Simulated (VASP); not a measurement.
Set up this calculation in VASP 6.6.1, as the native input.

```
Task                   : single point
Functional             : r2SCAN
Potentials or basis    : VASP PAW PBE potentials, release 64 (Cd, Se)
Cutoff                 : 520 eV
k mesh                 : 12 × 12 × 4
Occupations            : gaussian, width 0.01 eV
Spin                   : no spin polarisation
Dipole correction      : no
Further INCAR settings : ALGO = Normal; EDIFF = 1e-06; NBANDS = 26
```

Crystal: CdSe.

```xyz
4
Lattice="4.3407 0.0000 0.0000 -2.1704 3.7592 0.0000 0.0000 0.0000 7.0767" Properties=species:S:1:pos:R:3 pbc="T T T"
Cd    0.0000    2.5061    0.0320
Cd    2.1704    1.2531    3.5703
Se    0.0000    2.5061    2.6925
Se    2.1704    1.2531    6.2308
```

These files were run (other wordings do the same):

POSCAR

```
CdSe
1.0
    4.3407184404      0.0000000000      0.0000000000
   -2.1703592202      3.7591724400      0.0000000000
    0.0000000000      0.0000000000      7.0766648644
Cd Se
2 2
Direct
    0.3333333333      0.6666666667      0.0045236756
    0.6666666667      0.3333333333      0.5045236756
    0.3333333333      0.6666666667      0.3804763244
    0.6666666667      0.3333333333      0.8804763244
```

INCAR.step1

```
PREC = Accurate
ENCUT = 520
ISMEAR = 0
SIGMA = 0.01
LREAL = False
LASPH = True
NELM = 100
NBANDS = 26
GGA = PE
ALGO = Normal
EDIFF = 1E-4
LWAVE = True
LCHARG = False
```

INCAR.step2

```
PREC = Accurate
ENCUT = 520
EDIFF = 1E-6
ISMEAR = 0
SIGMA = 0.01
LREAL = False
LASPH = True
NELM = 100
ALGO = Normal
ISIF = 2
LWAVE = False
LCHARG = False
METAGGA = R2SCAN
LMIXTAU = True
NBANDS = 26
ISTART = 1
```

KPOINTS

```
Automatic mesh
0
Gamma
  12 12 4
```

Potentials or basis: VASP PAW PBE potentials, release 64 (Cd, Se).

Run with:

```bash
$ cat potpaw_PBE.64/Cd/POTCAR potpaw_PBE.64/Se/POTCAR > POTCAR
$ cp INCAR.step1 INCAR
$ mpirun -np 1 vasp_std > vasp.out
$ cp INCAR.step2 INCAR
$ mpirun -np 1 vasp_std > vasp.out
```

It gave:

The pressure is 0.2 GPa and the band gap on the k mesh is 1.09 eV.

Caveat: the PAW data sets were made with another functional, which shifts forces and pressure a little.

Wall time 7.9 min on 1 thread of Intel Xeon 8259CL (shared host), peak memory 0.34 GiB.
